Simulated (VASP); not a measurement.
Write the native input for VASP 6.6.1 that does the following.

```
Task                   : single point
Functional             : LDA
Potentials or basis    : VASP PAW LDA potentials, release 64 (Si, Ge_d)
Cutoff                 : 520 eV
k mesh                 : 12 × 12 × 6
Occupations            : gaussian, width 0.03 eV
Spin                   : no spin polarisation
Dipole correction      : no
Further INCAR settings : ALGO = Normal; EDIFF = 1e-06; NBANDS = 26
```

The structure of SiGe lies in POSCAR:

```
SiGe
1.0
    3.7994718203      0.0000000000      0.0000000000
   -1.8997359102      3.2904391174      0.0000000000
    0.0000000000      0.0000000000      6.2790301647
Si Ge
2 2
Direct
    0.6666666667      0.3333333333      0.8745031008
    0.3333333333      0.6666666667      0.3745031008
    0.6666666667      0.3333333333      0.4848580677
    0.3333333333      0.6666666667     -0.0151419323
```

One way to write it, as run:

INCAR

```
SYSTEM = SiGe
PREC = Accurate
ENCUT = 520
EDIFF = 1E-6
ISMEAR = 0
SIGMA = 0.03
LREAL = .FALSE.
LASPH = .TRUE.
NELM = 80
ALGO = Normal
ISIF = 2
LWAVE = .FALSE.
LCHARG = .FALSE.
GGA = CA
NBANDS = 26
```

KPOINTS

```
regular mesh
0
G
  12 12 6
  0 0 0
```

Potentials or basis: VASP PAW LDA potentials, release 64 (Si, Ge_d).

The run is started by

```bash
$ cat potpaw_LDA.64/Si/POTCAR potpaw_LDA.64/Ge_d/POTCAR > POTCAR
$ mpirun -np 1 vasp_std > vasp.out
```

It gave:

```
Pressure               : 5.9 GPa
Largest force          : 1.182 eV/Å
Band gap on the k mesh : zero (band 18 reaches 6.52 eV, above the bottom of band 19 at 6.41 eV)
```

Caveat: forces of over 1 eV/Å act on the atoms, so gaps and moduli don't describe the material at rest.

Run time: 66 s on 1 thread of Intel(R) Xeon(R) Platinum 8559C (Emerald Rapids) (shared host), peak memory 0.24 GiB.
